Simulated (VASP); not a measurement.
A run of VASP 6.6.1 is set up as follows.

Contents of INCAR:

```
SYSTEM = Sn
PREC = Accurate
ENCUT = 520
EDIFF = 1E-6
ISMEAR = -1
SIGMA = 0.1
LREAL = .FALSE.
LASPH = .TRUE.
NELM = 60
ALGO = Normal
ISIF = 2
LWAVE = .FALSE.
LCHARG = .TRUE.
GGA = PE
LELF = .TRUE.
LVHAR = .TRUE.
NBANDS = 21
```

The input KPOINTS:

```
Automatic mesh
0
G
  18 18 12
  0 0 0
```

File POSCAR:

```
Sn
1.0
   -3.0165120167      3.0182086921      1.6241858750
    3.0182086921     -3.0165120167      1.6241858750
    3.0162450524      3.0162450524     -1.6210757764
Sn
2
Direct
    0.0000231878      0.9999768122      0.0000000000
    0.7499768122      0.2500231878      0.5000000000
```

Potentials or basis: VASP PAW PBE potentials, release 64 (Sn_d).

Run with:

```bash
$ cat potpaw_PBE.64/Sn_d/POTCAR > POTCAR
$ mpirun -np 1 vasp_std > vasp.out
```

Problem. Estimate the pressure.

Solution. -1.7 GPa.

Problem. What does it give for the band gap on the k mesh?

Solution. Zero (bands 14 and 15 overlap by 3.88 eV).

Stress tensor (GPa, compression positive):
```
-1.85 -0.01 -0.01
-0.01 -1.85 -0.01
-0.01 -0.01 -1.49
```

Caveat: spin-orbit coupling is left out, which moves the levels of the heavy elements.
